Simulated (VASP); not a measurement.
# LiCl in VASP: notebook, part 2 of 2

VASP 6.6.1. The steps go on from the part before.

## (3) Single point, HSE06 (epitaxial xy strain -2.9%)

The input, POSCAR:

```
LiCl
1.0
    0.0000000000      2.4824231290      2.6130515065
    2.4824231290      0.0000000000      2.6130515065
    2.4824231290      2.4824231290      0.0000000000
Li Cl
1 1
Direct
    0.0000000000      0.0000000000      0.0000000000
    0.5000000000      0.5000000000      0.5000000000
```

The input, INCAR.step1:

```
ALGO     = Normal         # electronic algorithm
EDIFF    = 1E-5           # SCF threshold, eV
ENCUT    = 520            # plane-wave cutoff, eV
GGA      = PE             # functional
ISIF     = 2              # what is computed and relaxed
ISMEAR   = 0              # smearing method
LASPH    = T              # aspherical terms in the spheres
LREAL    = F              # projectors in reciprocal space
LWAVE    = T              # write WAVECAR
NBANDS   = 12             # bands
NELM     = 80             # most SCF steps
PREC     = Accurate       # precision mode
SIGMA    = 0.01           # smearing width, eV
```

The input, INCAR.step2:

```
ALGO     = Normal         # electronic algorithm
EDIFF    = 1E-7           # SCF threshold, eV
ENCUT    = 520            # plane-wave cutoff, eV
GGA      = PE             # functional
HFSCREEN = 0.2079         # screening, 1/A
ISIF     = 2              # what is computed and relaxed
ISMEAR   = 0              # smearing method
ISTART   = 1            
LASPH    = T              # aspherical terms in the spheres
LCHARG   = T              # write CHGCAR
LELF     = T              # ELF
LHFCALC  = T              # exact exchange
LREAL    = F              # projectors in reciprocal space
LVHAR    = T            
LWAVE    = F              # write WAVECAR
NBANDS   = 12             # bands
NELM     = 80             # most SCF steps
PREC     = Accurate       # precision mode
PRECFOCK = Normal       
SIGMA    = 0.01           # smearing width, eV
```

The input, KPOINTS:

```
k-points
0
Gamma
  6 6 6
```

Potentials or basis: VASP PAW PBE potentials, release 64 (Li_sv, Cl).

Started as:

```console
cat potpaw_PBE.64/Li_sv/POTCAR potpaw_PBE.64/Cl/POTCAR > POTCAR
cp INCAR.step1 INCAR
mpirun -np 1 vasp_std > vasp.out
cp INCAR.step2 INCAR
mpirun -np 1 vasp_std > vasp.out
```

OUTCAR:

```text
EDIFF = 1E-7
   ENCUT = 520
   GGA = PE
   HFSCREEN = 0.2079
   ISIF = 2
   ISMEAR = 0
   ISTART = 1
   LASPH = T
   LHFCALC = T
   LREAL = F
   NELM = 80
   PREC = Accurate
   PRECFOCK = Normal

 ion  position               nearest neighbor table
   1  0.000  0.000  0.000-   2 2.48   2 2.48   2 2.48   2 2.48   2 2.61   2 2.61
   2  0.500  0.500  0.500-   1 2.48   1 2.48   1 2.48   1 2.48   1 2.61   1 2.61

  LATTYP: Found a body centered tetragonal cell.
 ALAT       =     3.5106764566
 C/A-ratio  =     1.4886313443

  Lattice vectors:

 A1 = (  -2.4824231290,   0.0000000000,   2.6130515065)
 A2 = (   2.4824231290,   0.0000000000,   2.6130515065)
 A3 = (   0.0000000000,   2.4824231290,  -2.6130515065)

Analysis of symmetry for initial positions (statically):
=====================================================================
 Subroutine PRICEL returns:
 Original cell was already a primitive cell.

 Routine SETGRP: Setting up the symmetry group for a
 body centered tetragonal supercell.

 Subroutine GETGRP returns: Found 16 space group operations
 (whereof 16 operations were pure point group operations)
 out of a pool of 16 trial point group operations.

The static configuration has the point symmetry D_4h.

Analysis of symmetry for dynamics (positions and initial velocities):
=====================================================================
 Subroutine PRICEL returns:
 Original cell was already a primitive cell.

 Routine SETGRP: Setting up the symmetry group for a
 body centered tetragonal supercell.

 Subroutine GETGRP returns: Found 16 space group operations
 (whereof 16 operations were pure point group operations)
 out of a pool of 16 trial point group operations.

The dynamic configuration has the point symmetry D_4h.

 Subroutine INISYM returns: Found 16 space group operations
 (whereof 16 operations are pure point group operations),
 and found     1 'primitive' translations

----------------------------------------------------------------------------------------

                                     Primitive cell

  volume of cell :      32.2055

  direct lattice vectors                    reciprocal lattice vectors
     0.000000000  2.482423129  2.613051507    -0.201416106  0.201416106  0.191347166
     2.482423129  0.000000000  2.613051507     0.201416106 -0.201416106  0.191347166
     2.482423129  2.482423129  0.000000000     0.201416106  0.201416106 -0.191347166

  length of vectors
     3.604228457  3.604228457  3.510676457     0.343148122  0.343148122  0.343148122

  position of ions in fractional coordinates (direct lattice)
     0.000000000  0.000000000  0.000000000
     0.500000000  0.500000000  0.500000000

  ion indices of the primitive-cell ions
   primitive index   ion index
                 1           1
                 2           2

----------------------------------------------------------------------------------------

 KPOINTS: k-points

Automatic generation of k-mesh.
 Grid dimensions read from file:
 generate k-points for:    6    6    6

 Generating k-lattice:

  Cartesian coordinates                     Fractional coordinates (reciprocal lattice)
[... 49 lines left out ...]
   NGXF,Y,Z  is equivalent  to a cutoff of  25.83, 25.83, 26.52 a.u.
 SYSTEM =  unknown system
   PREC   = accura    normal or accurate (medium, high low for compatibility)
   ISTART =      1    job   : 0-new  1-cont  2-samecut
   ICHARG =      0    charge: 1-file 2-atom 10-const
   ISPIN  =      1    spin polarized calculation?
   LNONCOLLINEAR =      F non collinear calculations
   LSORBIT =      F    spin-orbit coupling
   LASPH  =      T    aspherical Exc in radial PAW
   ENCUT  =  520.0 eV  38.22 Ry    6.18 a.u.   6.70  6.70  6.53*2*pi/ulx,y,z
   NELM   =     80;   NELMIN=  2; NELMDL=  0     # of ELM steps
   EDIFF  = 0.1E-06   stopping-criterion for ELM
   LREAL  =      F    real-space projection
   EDIFFG = 0.1E-05   stopping-criterion for IOM
   NSW    =      0    number of steps for IOM
   IBRION =     -1    ionic relax: 0-MD 1-quasi-New 2-CG
   NFREE  =      0    steps in history (QN), initial steepest desc. (CG)
   ISIF   =      2    stress and relaxation
   ISYM   =      3    0-nonsym 1-usesym 2-fastsym
   POTIM  = 0.5000    time-step for ionic-motion
   TEBEG  =    0.0;   TEEND  =   0.0 temperature during run
   PSTRESS=    0.0 pullay stress
   NELECT =      10.0000    total number of electrons
   NUPDOWN=      -1.0000    fix difference up-down
   EMIN   =  10.00;   EMAX   =-10.00  energy-range for DOS
   EFERMI =   0.00;   METHOD = LEGACY
   ISMEAR =     0;   SIGMA  =   0.01  broadening in eV -4-tet -1-fermi 0-gaus
   EFERMI_NEDOS =   21; number of points for ismear=-14 and -15
   IALGO  =     38    algorithm
   IMIX   =      1    mixing-type and parameters
     AMIX     =   0.40;   BMIX     =  1.00
     AMIX_MAG =   1.60;   BMIX_MAG =  1.00
  volume/ion in A,a.u.               =      16.10       108.67
  Fermi-wavevector in a.u.,A,eV,Ry     =   1.108575  2.094902 16.720715  1.228938
  Thomas-Fermi vector in A             =   2.245104
   LORBIT       =      0    0 simple, 1 ext, 2 COOP (PROOUT), +10 PAW based schemes
   GGA     = PE    functional components
   LHFCALC =     T    Hartree Fock is set to
   PRECFOCK=normal    Normal, Fast or Accurate (Low or Medium for compatibility)
   ENCUT4O =  -1.0   cutoff for four orbital integrals eV
   NKREDX  =     1    reduce k-point grid by
   NKREDY  =     1    reduce k-point grid by
   NKREDZ  =     1    reduce k-point grid by
   AEXX    =    0.2500 exact exchange contribution
   HFSCREEN=    0.2079 screening length (either q_TF or 0.3 A-1)
   HFSCREENC=   0.2079 screening length for correlation (either q_TF or 0.3 A-1)
   ENCUTFOCK=  -1.0 apply spherical cutoff to Coloumb kernel
   IVDW    =     0    specifies the selected vdW correction
   LEPSILON=     F    determine dielectric tensor
   LRPA    =     F    only Hartree local field effects (RPA)
 non-spin polarized calculation
 Gauss-broadening in eV      SIGMA  =   0.01
  energy-cutoff  :      520.00
  volume of cell :       32.21
 maximum number of plane-waves:       901
  NGX = 24; NGY = 24; NGZ = 20

 number of electron       9.9999996 magnetization

 Free energy of the ion-electron system (eV)
  ---------------------------------------------------
  ext. energy  EPLUGINS =         0.00000000
  ---------------------------------------------------
  free energy    TOTEN  =        -8.44689156 eV

  energy without entropy =       -8.44689156  energy(sigma->0) =       -8.44689156

 E-fermi :   0.1897     XC(G=0):  -7.4189

 val. band max:        0.0569991031   @ k =   0.0000   0.0000   0.0000
 cond. band min:       7.9955392703   @ k =   0.0000   0.0000   0.0000
 fundamental gap:      7.9385401672
 Fermi energy:         0.1896617298

 k-point     1 :       0.0000    0.0000    0.0000
  band No.  band energies     occupation
      1     -46.2140      2.00000
      2     -14.8728      2.00000
      3      -0.0736      2.00000
      4      -0.0736      2.00000
      5       0.0570      2.00000
      6       7.9955      0.00000
      7      13.1862      0.00000
      8      13.6624      0.00000
      9      13.6624      0.00000
     10      15.7961      0.00000
     11      16.0147      0.00000
     12      16.8937      0.00000
[... 331 lines left out ...]
 k-point    24 :       0.5000   -0.0000    0.3333
  band No.  band energies     occupation
      1     -46.2084      2.00000
      2     -13.9297      2.00000
      3      -3.0294      2.00000
      4      -1.6507      2.00000
      5      -1.1063      2.00000
      6       9.5422      0.00000
      7      10.5692      0.00000
      8      13.2972      0.00000
      9      14.1690      0.00000
     10      16.2014      0.00000
     11      19.8523      0.00000
     12      20.9065      0.00000

 [... further k-points ...]

------------------------ aborting loop because EDIFF is reached ----------------------------------------

  FORCE on cell =-STRESS in cart. coord.  units (eV):
  Direction    XX          YY          ZZ          XY          YZ          ZX
  --------------------------------------------------------------------------------------
  -------------------------------------------------------------------------------------
  Total        0.4394485      0.4394485      0.0232189      0.0000000      0.0000000     -0.0000000
  in kB       21.8619531     21.8619531      1.1551075      0.0000000      0.0000000     -0.0000000
  external PRESSURE =      14.9596713 kB  Pullay stress =       0.0000000 kB

 VOLUME and BASIS-vectors are now :
 -----------------------------------------------------------------------------
  energy-cutoff  :      520.00
  volume of cell :       32.21
      direct lattice vectors                 reciprocal lattice vectors
     0.000000000  2.482423129  2.613051507    -0.201416106  0.201416106  0.191347166
     2.482423129  0.000000000  2.613051507     0.201416106 -0.201416106  0.191347166
     2.482423129  2.482423129  0.000000000     0.201416106  0.201416106 -0.191347166

 POSITION                                       TOTAL-FORCE (eV/Angst)
 -----------------------------------------------------------------------------------
      0.00000      0.00000      0.00000         0.000000      0.000000     -0.000000
      2.48242      2.48242      2.61305         0.000000      0.000000      0.000000
 -----------------------------------------------------------------------------------
    total drift:                               -0.000000      0.000000     -0.000001

  FREE ENERGIE OF THE ION-ELECTRON SYSTEM (eV)
  ---------------------------------------------------
  free  energy   TOTEN  =        -8.4468915586 eV

  energy  without entropy=       -8.4468915586  energy(sigma->0) =       -8.44689156
```

It took 21 min on 1 thread of Intel Xeon Platinum 8259CL at 2.50GHz (Skylake/Cascade Lake), shared host; peak memory 0.27 GiB.

What came out:

| Item | Value |
| --- | --- |
| Free energy | -8.4469 eV |
| Band gap on the k mesh | 7.94 eV |

Caveat: the cell differs from its parent crystal (epitaxial xy strain -2.9%); the cutoff is under 1.25 times the usual one of these potentials, so pressure, stress and relaxed cells hold a basis-set (Pulay) error; the PAW data sets were made with another functional, which shifts forces and pressure a little. A k mesh can miss the band edges.
